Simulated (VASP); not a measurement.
# AlGa3N4 (P1) in VASP: further runs, part 2 of 2

VASP 6.6.1. The steps go on from the part before.

## (5) Single point, PBEsol (mode 4 frozen in at -0.165 Å and mode 15 at -0.060 Å (largest displacements))

INCAR

```
ALGO = Normal ; EDIFF = 1E-7
ENCUT = 520 ; GGA = PS
ISIF = 2 ; ISMEAR = 0
LASPH = T ; LCHARG = F
LREAL = F ; LWAVE = F
NBANDS = 41 ; NELM = 80
PREC = Accurate ; SIGMA = 0.05
```

KPOINTS

```
k-points
0
Gamma
  6 6 6
```

POSCAR

```
AlGa3N4
1.0
    4.4675774128      0.0000000000      0.0000000000
    0.0000000000      4.4675774128      0.0000000000
    0.0000000000      0.0000000000      4.4675774128
Al Ga N
1 3 4
Direct
   -0.0000012765     -0.0000044047      0.0055585447
    0.4631340037      0.4999987601      0.0035652103
    0.5368652387     -0.0000028251      0.5016490778
   -0.0000008187      0.4999986256      0.5016500993
    0.7498337133      0.7384649155      0.2223621308
    0.7602642539      0.2511299113      0.7552079684
    0.2397491164      0.7716456793      0.7324466446
    0.2501632220      0.2387950547      0.2451068534
```

Command:

```console
cat potpaw_PBE.64/Al/POTCAR potpaw_PBE.64/Ga_d/POTCAR potpaw_PBE.64/N/POTCAR > POTCAR
mpirun -np 1 vasp_std > vasp.out
```

Run time: 9.5 min. Hardware: 1 thread of AMD EPYC 7R43 (Zen 3), shared host; peak memory 0.4 GiB.

It converged, with:

| Item | Value |
| --- | --- |
| Free energy | -54.5635 eV |
| Pressure | 0.2 GPa |
| Largest force | 1.989 eV/Å |
| Band gap on the k mesh | 2.09 eV, direct |

Forces on the atoms (eV/Å):
```
Al  -0.009 -0.025 -0.762
Ga   1.485  0.411 -1.257
Ga  -1.490 -0.258 -0.596
Ga   0.010 -0.008 -0.571
N    0.335  0.521  0.886
N   -0.258  0.179  0.648
N    0.394 -0.426  0.891
N   -0.468 -0.393  0.762
```

Stress tensor (GPa, compression positive):
```
-0.43  3.55 -0.25
 3.55  0.79 -0.10
-0.25 -0.10  0.14
```

Levels at points of the mesh, in eV from the valence-band top:
```tsv
k point	band 28	band 29	band 30	band 31	band 32	band 33	band 34	band 35
(0.00, 0.00, 0.00)	-2.48	-0.32	-0.14	0.00	2.09	3.02	3.09	3.18
(0.50, 0.00, 0.00)	-1.61	-1.61	-1.34	-1.33	4.61	4.72	5.88	5.89
(0.00, 0.50, 0.00)	-1.63	-1.56	-1.33	-1.29	4.60	4.70	5.81	5.83
(0.00, 0.00, 0.50)	-1.75	-1.45	-1.39	-1.26	4.61	4.71	5.74	5.89
(0.50, 0.50, 0.00)	-1.27	-1.12	-0.86	-0.75	6.29	6.52	6.68	6.86
(0.00, 0.50, 0.50)	-1.12	-1.08	-1.06	-0.72	6.21	6.22	6.45	6.98
(0.50, 0.00, 0.50)	-1.12	-1.07	-1.03	-0.74	6.37	6.52	6.70	6.90
(0.50, 0.50, 0.50)	-0.92	-0.81	-0.76	-0.60	4.66	4.67	4.78	6.03
```

Caveat: the cell differs from its parent crystal (mode 4 frozen in at -0.165 Å and mode 15 at -0.060 Å (largest displacements)); the PAW data sets were made with another functional, which shifts forces and pressure a little.

## (6) Single point, PBEsol (mode 4 frozen in at -0.165 Å and mode 15 at -0.020 Å (largest displacements))

INCAR

```
SYSTEM = AlGa3N4
PREC = Accurate
ENCUT = 520
EDIFF = 1E-6
ISMEAR = 0
SIGMA = 0.05
LREAL = .False.
LASPH = .True.
NELM = 100
ALGO = Normal
ISIF = 2
LWAVE = .False.
LCHARG = .True.
GGA = PS
LELF = .True.
LVHAR = .True.
NBANDS = 41
```

KPOINTS

```
Automatic mesh
0
Gamma
  6 6 6
  0 0 0
```

POSCAR

```
AlGa3N4
1.0
    4.4675774128      0.0000000000      0.0000000000
    0.0000000000      4.4675774128      0.0000000000
    0.0000000000      0.0000000000      4.4675774128
Al Ga N
1 3 4
Direct
   -0.0000004255     -0.0000014682      0.0018528482
    0.4631342562      0.4999996315      0.0011884034
    0.5368654912     -0.0000009417      0.5005493521
   -0.0000002729      0.4999994970      0.5005503736
    0.7533089615      0.7419339993      0.2298379804
    0.7567855705      0.2545973994      0.7626854137
    0.2432188586      0.7681647419      0.7399280003
    0.2466900446      0.2353157130      0.2525898047
```

Potentials or basis: VASP PAW PBE potentials, release 64 (Al, Ga_d, N).

Command:

```console
cat potpaw_PBE.64/Al/POTCAR potpaw_PBE.64/Ga_d/POTCAR potpaw_PBE.64/N/POTCAR > POTCAR
mpirun -np 1 vasp_std > vasp.out
```

OUTCAR:

```text
SYSTEM = AlGa3N4
   PREC = Accurate
   ENCUT = 520
   EDIFF = 1E-6
   ISMEAR = 0
   LREAL = .False.
   LASPH = .True.
   NELM = 100
   ISIF = 2
   GGA = PS

 ion  position               nearest neighbor table
   1  1.000  1.000  0.002-   8 1.89   5 1.89   6 1.90   7 1.90   3 3.04   2 3.04   2 3.04   3 3.05

   2  0.463  0.500  0.001-   8 1.90   7 1.94   5 1.97   6 2.01   1 3.04   1 3.04
   3  0.537  1.000  0.501-   6 1.91   5 1.93   7 1.98   8 2.00   1 3.04   1 3.05
   4  1.000  0.500  0.501-   6 1.94   7 1.94   8 1.96   5 1.96
   5  0.753  0.742  0.230-   1 1.89   3 1.93   4 1.96   2 1.97
   6  0.757  0.255  0.763-   1 1.90   3 1.91   4 1.94   2 2.01
   7  0.243  0.768  0.740-   1 1.90   4 1.94   2 1.94   3 1.98
   8  0.247  0.235  0.253-   1 1.89   2 1.90   4 1.96   3 2.00

  LATTYP: Found a simple cubic cell.
 ALAT       =     4.4675774128

  Lattice vectors:

 A1 = (   4.4675774128,   0.0000000000,   0.0000000000)
 A2 = (   0.0000000000,   4.4675774128,   0.0000000000)
 A3 = (   0.0000000000,   0.0000000000,   4.4675774128)

Analysis of symmetry for initial positions (statically):
=====================================================================
 Subroutine PRICEL returns:
 Original cell was already a primitive cell.

 Routine SETGRP: Setting up the symmetry group for a
 simple cubic supercell.

 Subroutine GETGRP returns: Found  1 space group operations
 (whereof  1 operations were pure point group operations)
 out of a pool of 48 trial point group operations.

The static configuration has the point symmetry C_1 .

Analysis of symmetry for dynamics (positions and initial velocities):
=====================================================================
 Subroutine PRICEL returns:
 Original cell was already a primitive cell.

 Routine SETGRP: Setting up the symmetry group for a
 simple cubic supercell.

 Subroutine GETGRP returns: Found  1 space group operations
 (whereof  1 operations were pure point group operations)
 out of a pool of 48 trial point group operations.
[... 134 lines left out ...]
  volume/ion in A,a.u.               =      11.15        75.22
  Fermi-wavevector in a.u.,A,eV,Ry     =   1.450329  2.740725 28.619246  2.103455
  Thomas-Fermi vector in A             =   2.567954
   LORBIT       =      0    0 simple, 1 ext, 2 COOP (PROOUT), +10 PAW based schemes
   GGA     = PS    functional components
   LHFCALC =     F    Hartree Fock is set to
   AEXX    =    0.0000 exact exchange contribution
   IVDW    =     0    specifies the selected vdW correction
   LEPSILON=     F    determine dielectric tensor
   LRPA    =     F    only Hartree local field effects (RPA)
 non-spin polarized calculation
 Gauss-broadening in eV      SIGMA  =   0.05
  energy-cutoff  :      520.00
  volume of cell :       89.17
 maximum number of plane-waves:      2469
 NGX is ok and might be reduce to    36
   NGX = 17   NGY = 17   NGZ = 17

 number of electron      61.9999981 magnetization

 Free energy of the ion-electron system (eV)
  ---------------------------------------------------
  ext. energy  EPLUGINS =         0.00000000
  ---------------------------------------------------
  free energy    TOTEN  =       -54.68622066 eV

  energy without entropy =      -54.68622066  energy(sigma->0) =      -54.68622066

 E-fermi :   5.6332     XC(G=0): -11.7511

 val. band max:        5.3606784099   @ k =   0.0000   0.0000   0.0000
 cond. band min:       7.5639371585   @ k =   0.0000   0.0000   0.0000
 fundamental gap:      2.2032587486
 Fermi energy:         5.6331638949

 k-point     1 :       0.0000    0.0000    0.0000
  band No.  band energies     occupation
      1     -10.3795      2.00000
      2      -9.1106      2.00000
      3      -9.0579      2.00000
      4      -9.0527      2.00000
      5      -7.8310      2.00000
      6      -7.8129      2.00000
[... 1045 lines left out ...]
     40      15.6998      0.00000
     41      15.9482      0.00000

 [... further k-points ...]
[... 5 lines left out ...]
  --------------------------------------------------------------------------------------
  -------------------------------------------------------------------------------------
  Total       -0.6018785      0.0464129      0.0064529      0.6543498     -0.0062180     -0.0457833
  in kB      -10.8144189      0.8339362      0.1159447     11.7572106     -0.1117230     -0.8226247
  external PRESSURE =      -3.2881793 kB  Pullay stress =       0.0000000 kB

 VOLUME and BASIS-vectors are now :
 -----------------------------------------------------------------------------
  energy-cutoff  :      520.00
  volume of cell :       89.17
      direct lattice vectors                 reciprocal lattice vectors
     4.467577413  0.000000000  0.000000000     0.223834957  0.000000000  0.000000000
     0.000000000  4.467577413  0.000000000     0.000000000  0.223834957  0.000000000
     0.000000000  0.000000000  4.467577413     0.000000000  0.000000000  0.223834957

 POSITION                                       TOTAL-FORCE (eV/Angst)
 -----------------------------------------------------------------------------------
      4.46758      4.46757      0.00828        -0.000944     -0.008391     -0.255896
      2.06909      2.23379      0.00531         1.462326      0.134212     -0.416094
      2.39849      4.46757      2.23624        -1.462867     -0.085711     -0.199706
      4.46758      2.23379      2.23625         0.001185     -0.002934     -0.191502
      3.36547      3.31465      1.02682         0.068898      0.240517      0.373919
      3.38100      1.13743      3.40736        -0.125814     -0.009978      0.138712
      1.08660      3.43184      3.30569         0.169884     -0.240224      0.388693
      1.10211      1.05129      1.12846        -0.112669     -0.027491      0.161874
 -----------------------------------------------------------------------------------
    total drift:                                0.000067     -0.000153     -0.000142

  FREE ENERGIE OF THE ION-ELECTRON SYSTEM (eV)
  ---------------------------------------------------
  free  energy   TOTEN  =       -54.6862206594 eV

  energy  without entropy=      -54.6862206594  energy(sigma->0) =      -54.68622066
```

It took 9 min on 1 thread of AMD EPYC 7R43 (Zen 3), shared host; peak memory 0.4 GiB.

What came out:

* Free energy: -54.6862 eV
* Pressure: -0.3 GPa
* Largest force: 1.526 eV/Å
* Band gap on the k mesh: 2.20 eV, direct

Forces on the atoms (eV/Å):
```
Al  -0.001 -0.008 -0.256
Ga   1.462  0.134 -0.416
Ga  -1.463 -0.086 -0.200
Ga   0.001 -0.003 -0.192
N    0.069  0.241  0.374
N   -0.126 -0.010  0.139
N    0.170 -0.240  0.389
N   -0.113 -0.027  0.162
```

Caveat: the cell differs from its parent crystal (mode 4 frozen in at -0.165 Å and mode 15 at -0.020 Å (largest displacements)); the PAW data sets were made with another functional, which shifts forces and pressure a little.
